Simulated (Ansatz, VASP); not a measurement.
Ta2N in VASP and in Ansatz

The input INCAR:

```
SYSTEM = Ta2N
  PREC = Accurate
  ENCUT = 520
  EDIFF = 1E-6
  ISMEAR = 0
  SIGMA = 0.15
  LREAL = .FALSE.
  LASPH = .TRUE.
  NELM = 60
  ALGO = Normal
  ISIF = 2
  LWAVE = .FALSE.
  LCHARG = .FALSE.
  GGA = PS
  NBANDS = 20
```

The input KPOINTS:

```
Automatic mesh
0
G
  18 18 10
  0 0 0
```

The input POSCAR:

```
Ta2N
1.0
    3.0766696481      0.0000000000      0.0000000000
   -1.5383348240      2.6644740743      0.0000000000
    0.0000000000      0.0000000000      4.5393183988
Ta N
2 1
Direct
    0.6666666667      0.3333333333      0.7463700642
    0.3333333333      0.6666666667      0.2536299358
    0.0000000000      0.0000000000      0.0000000000
```

Input for Ansatz:

```yaml
crystal:
  lattice:
    - [3.0766696481, 0.0, 0.0]
    - [-1.538334824, 2.6644740743, 0.0]
    - [0.0, 0.0, 4.5393183988]
  atoms:
    - { symbol: Ta, position: [0.6666666667, 0.3333333333, 0.7463700642] }
    - { symbol: Ta, position: [0.3333333333, 0.6666666667, 0.2536299358] }
    - { symbol: "N", position: [0.0, 0.0, 0.0] }
basis:
  ecutwfc: 520.0
kpoints:
  mp_grid: { grid: [18, 18, 10] }
hamiltonian:
  xc: pbesol
  pseudopotentials: { kind: paw, azcp: { folder: soft_1 } }
scf:
  occupations: { method: gaussian, width: 0.15 }
output:
  forces: true
  stress: true
  eigenvalues: true
```

Alike in both runs: task single point; functional PBEsol; k mesh 18 × 18 × 10; occupations gaussian, width 0.15 eV; no spin polarisation.

|  | VASP | Ansatz |
| --- | --- | --- |
| version | VASP 6.6.1 | Ansatz 0.2.0 |
| potentials or method | VASP PAW PBE potentials, release 64 (Ta_pv, N), cutoff 520 eV | scalar-relativistic, plane waves, PAW |
| valence electrons in the cell | 27 | 31 |

|  | VASP | Ansatz | Ansatz less VASP |
| --- | --- | --- | --- |
| gap on the k mesh at the Fermi level (eV) | none | none | - |
| pressure (GPa) | 22.7 | 21.8 | -0.86 |
| traceless stress, the component that is largest in VASP (GPa) | 11.11 | 11.20 | +0.088 |
| rms of the force components (eV/Å) | 0.003 | 0.029 | +0.0257 |

VASP's potentials were made for PBE, not for PBEsol, and Ansatz warns of the same on its side. Atom by atom the forces differ by 0.033 eV/Å (rms over components). A gap of «none» marks a metal or a gap that the smearing closes. VASP's potentials hold 27 valence electrons a cell and Ansatz's 31, so a difference there can come from the potentials and not from the codes.

Neither program's run includes spin-orbit coupling.
